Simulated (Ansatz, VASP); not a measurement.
Rb in VASP and in Ansatz

```
Rb
1.0
     0.00000    5.39808    5.39808
     5.39808    0.00000    5.39808
     5.39808    5.39808    0.00000
Rb
2
Direct
  0.12500 0.12500 0.12500
  0.87500 0.87500 0.87500
```

Alike in both runs: task single point; functional PBE; k mesh 6 × 6 × 6; occupations fermi-dirac, width 0.1 eV; no spin polarisation.

|  | VASP | Ansatz |
| --- | --- | --- |
| version | VASP 6.6.1 | Ansatz 0.2.0 |
| potentials or method | VASP PAW PBE potentials, release 64 (Rb_sv), cutoff 520 eV | plane waves (420 eV) with PAW, scalar-relativistic |
| valence electrons in the cell | 18 | 18 |

|  | VASP | Ansatz | Ansatz less VASP |
| --- | --- | --- | --- |
| pressure (GPa) | -0.1 | -0.1 | 0.00 |
